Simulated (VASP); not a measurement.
A run of VASP 6.6.1 is set up as follows.

Contents of INCAR:

```
SYSTEM = SiGe3
PREC = Accurate ; ENCUT = 520
EDIFF = 1E-6 ; ISMEAR = -1
SIGMA = 0.052 ; LREAL = .False.
LASPH = .True. ; NELM = 80
ALGO = Normal ; ISIF = 2
LWAVE = .False. ; LCHARG = .True.
GGA = PS ; LELF = .True.
LVHAR = .True. ; NBANDS = 31
```

Contents of KPOINTS:

```
regular mesh
0
Gamma
  4 4 4
  0 0 0
```

File POSCAR:

```
SiGe3
1.0
    1.9838896615      1.1453992301      6.4671925875
   -1.9838896615      1.1453992301      6.4671925875
    0.0000000000     -2.2907984603      6.4671925875
Si Ge
1 3
Direct
    0.9876463539     -0.0076453895      0.0183365542
    0.5093107055      0.5027387674      0.4949766235
    0.3702557035      0.3749742119      0.3803594190
    0.8751580033      0.8751907672      0.8675211585
```

Potentials or basis: VASP PAW PBE potentials, release 64 (Si, Ge_d).

Command:

```bash
$ cat potpaw_PBE.64/Si/POTCAR potpaw_PBE.64/Ge_d/POTCAR > POTCAR
$ mpirun -np 1 vasp_std > vasp.out
```

Task: Estimate the band gap on the k mesh.

Result: 0.12 eV, direct.

Task: Estimate the largest force.

Result: 1.026 eV/Å.

Stress tensor (GPa, compression positive):
```
 1.93 -0.22  0.14
-0.22  1.27 -0.25
 0.14 -0.25 -2.32
```

Caveat: the k points lie up to 0.46 Å⁻¹ apart; the PAW data sets were made with another functional, which shifts forces and pressure a little. A k mesh can miss the band edges.
